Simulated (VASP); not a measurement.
A run of VASP 6.6.1:

File POSCAR:

```
AlGa3N4
1.0
    4.5376460476      0.0310323054     -0.0168005294
    0.0310323054      4.4499869791      0.0236257648
   -0.0168005294      0.0236257648      4.4308834405
Al Ga N
1 3 4
Direct
    0.0100394126     -0.0444911176      0.0215553376
    0.4853147463      0.4885893141     -0.0249328663
    0.5456560008      0.0588032778      0.5326430276
   -0.0383040319      0.4539359742      0.4613275797
    0.7324709272      0.7510491172      0.2363629463
    0.7929986138      0.2563832715      0.7754540487
    0.2428649493      0.7696757172      0.7284529516
    0.2289593818      0.2660544455      0.2691369748
```

INCAR.step1

```
ALGO     = Normal         # electronic algorithm
EDIFF    = 1E-4           # SCF threshold, eV
ENCUT    = 520            # plane-wave cutoff, eV
GGA      = PE             # functional
ISMEAR   = 0              # smearing method
LASPH    = T              # aspherical terms in the spheres
LCHARG   = F              # write CHGCAR
LREAL    = F              # projectors in reciprocal space
LWAVE    = T              # write WAVECAR
NBANDS   = 41             # bands
NELM     = 80             # most SCF steps
PREC     = Accurate       # precision mode
SIGMA    = 0.05           # smearing width, eV
```

Contents of INCAR.step2:

```
ALGO     = Normal         # electronic algorithm
EDIFF    = 1E-7           # SCF threshold, eV
ENCUT    = 520            # plane-wave cutoff, eV
ISIF     = 2              # what is computed and relaxed
ISMEAR   = 0              # smearing method
ISTART   = 1            
LASPH    = T              # aspherical terms in the spheres
LCHARG   = T              # write CHGCAR
LELF     = T              # ELF
LMIXTAU  = T            
LREAL    = F              # projectors in reciprocal space
LVHAR    = T            
LWAVE    = F              # write WAVECAR
METAGGA  = R2SCAN         # meta-GGA
NBANDS   = 41             # bands
NELM     = 80             # most SCF steps
PREC     = Accurate       # precision mode
SIGMA    = 0.05           # smearing width, eV
```

KPOINTS

```
k-points
0
Gamma
  6 6 6
```

Potentials or basis: VASP PAW PBE potentials, release 64 (Al, Ga_d, N).

Run with:

```console
$ cat potpaw_PBE.64/Al/POTCAR potpaw_PBE.64/Ga_d/POTCAR potpaw_PBE.64/N/POTCAR > POTCAR
$ cp INCAR.step1 INCAR
$ mpirun -np 1 vasp_std > vasp.out
$ cp INCAR.step2 INCAR
$ mpirun -np 1 vasp_std > vasp.out
```

Hardware: 1 thread of Intel(R) Xeon(R) 6975P-C (Granite Rapids), with other jobs on the host.

Estimate the wall time of this run.

It took 13 min on 1 thread of Intel(R) Xeon(R) 6975P-C (Granite Rapids), with other jobs on the host, peak memory 0.44 GiB. Counts: k points 112.
